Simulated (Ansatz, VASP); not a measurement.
## One calculation of Al5GaP6, two programs

Contents of INCAR:

```
ALGO = Normal ; EDIFF = 1E-7
EDIFFG = -0.04 ; ENCUT = 600
GGA = PE ; IBRION = 2
ISIF = 3 ; ISMEAR = 0
LASPH = T ; LCHARG = F
LREAL = F ; LWAVE = F
NELM = 60 ; NSW = 90
PREC = Accurate ; SIGMA = 0.1
```

File KPOINTS:

```
k-points
0
Gamma
  6 6 1
```

Contents of POSCAR:

```
Al5GaP6
1.0
    3.7111267600      0.0000000000      0.0000000000
    0.0000000000      3.7111267600      0.0000000000
    0.0000000000      0.0000000000     15.7449773800
Al Ga P
5 1 6
Direct
    0.5000000000      0.5000000000      0.8333333300
    0.0000000000      0.0000000000      0.6666666700
    0.5000000000      0.5000000000      0.5000000000
    0.0000000000      0.0000000000      0.3333333300
    0.5000000000      0.5000000000      0.1666666700
    0.0000000000      0.0000000000      0.0000000000
    0.5000000000      0.0000000000      0.7500000000
    0.0000000000      0.5000000000      0.5833333300
    0.5000000000      0.0000000000      0.4166666700
    0.0000000000      0.5000000000      0.2500000000
    0.5000000000      0.0000000000      0.0833333300
    0.0000000000      0.5000000000      0.9166666700
```

Input for Ansatz:

```yaml
crystal:
  lattice:
    - [3.71112676, 0.0, 0.0]
    - [0.0, 3.71112676, 0.0]
    - [0.0, 0.0, 15.74497738]
  atoms:
    - { symbol: Al, position: [0.5, 0.5, 0.83333333] }
    - { symbol: Al, position: [0.0, 0.0, 0.66666667] }
    - { symbol: Al, position: [0.5, 0.5, 0.5] }
    - { symbol: Al, position: [0.0, 0.0, 0.33333333] }
    - { symbol: Al, position: [0.5, 0.5, 0.16666667] }
    - { symbol: Ga, position: [0.0, 0.0, 0.0] }
    - { symbol: P, position: [0.5, 0.0, 0.75] }
    - { symbol: P, position: [0.0, 0.5, 0.58333333] }
    - { symbol: P, position: [0.5, 0.0, 0.41666667] }
    - { symbol: P, position: [0.0, 0.5, 0.25] }
    - { symbol: P, position: [0.5, 0.0, 0.08333333] }
    - { symbol: P, position: [0.0, 0.5, 0.91666667] }
basis:
  ecutwfc: 420
kpoints:
  mp_grid: { grid: [6, 6, 1] }
hamiltonian:
  xc: pbe
scf:
  occupations: { method: gaussian, width: 0.1 }
  lower_state_search: "off"
output:
  forces: true
  stress: true
  eigenvalues: true
relax:
  adjacent_minimum: "off"
  f_tol: 0.04
  max_steps: 70
  cell: { stress_tol: 0.4 }
```

Alike in both runs: task relaxation of cell and atoms; functional PBE; k mesh 6 × 6 × 1; occupations gaussian, width 0.1 eV; no spin polarisation.

|  | VASP | Ansatz |
| --- | --- | --- |
| version | VASP 6.6.1 | Ansatz 0.2.0 |
| potentials or method | VASP PAW PBE potentials, release 64 (Al, Ga_d, P), cutoff 600 eV | scalar-relativistic, plane waves, PAW |
| valence electrons in the cell | 58 | 58 |

Ansatz gave:

* gap on the k mesh at the Fermi level, each at its own relaxed structure (eV): 1.62
* relaxed volume (Å³/atom): 20.85
* relaxed length of the cell vector where the two differ most in proportion (Å): 3.895

Question: What did VASP give for the same quantities?

Answer: gap on the k mesh at the Fermi level, each at its own relaxed structure (eV): 1.62; relaxed volume (Å³/atom): 20.83; relaxed length of the cell vector where the two differ most in proportion (Å): 3.892.

Noted on VASP's run: the volume moved by over 15 % at a fixed basis, so the end points are rough.
